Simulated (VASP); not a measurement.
A run of VASP 6.6.1 is set up as follows.

File INCAR:

```
PREC     = Accurate       # precision mode
ENCUT    = 520            # plane-wave cutoff, eV
EDIFF    = 1E-7           # SCF threshold, eV
ISMEAR   = -1             # smearing method
SIGMA    = 0.05           # smearing width, eV
LREAL    = F              # projectors in reciprocal space
LASPH    = T              # aspherical terms in the spheres
NELM     = 80             # most SCF steps
ALGO     = Normal         # electronic algorithm
ISIF     = 2              # what is computed and relaxed
LWAVE    = F              # write WAVECAR
LCHARG   = T              # write CHGCAR
GGA      = PE             # functional
LELF     = T              # ELF
LVHAR    = T            
NBANDS   = 16             # bands
```

The input KPOINTS:

```
Automatic mesh
0
Gamma
  10 10 10
```

File POSCAR:

```
GaN
1.0
    0.0000000000      2.2535006075      2.2535006075
    2.2535006075      0.0000000000      2.2535006075
    2.2535006075      2.2535006075      0.0000000000
Ga N
1 1
Direct
    0.0064260000     -0.0016860000     -0.0053100000
    0.2425010000      0.2481970000      0.2566230000
```

Potentials or basis: VASP PAW PBE potentials, release 64 (Ga_d, N).

Launch:

```sh
$ cat potpaw_PBE.64/Ga_d/POTCAR potpaw_PBE.64/N/POTCAR > POTCAR
$ mpirun -np 1 vasp_std > vasp.out
```

(1) What does it give for the largest force?

(2) Predict the pressure.

(3) Predict the band gap on the k mesh.

Answers

(1) 0.498 eV/Å.

(2) 5.2 GPa.

(3) 1.64 eV.

Caveat: the cell differs from its parent crystal (atoms moved at random); the cell stands under pressure.
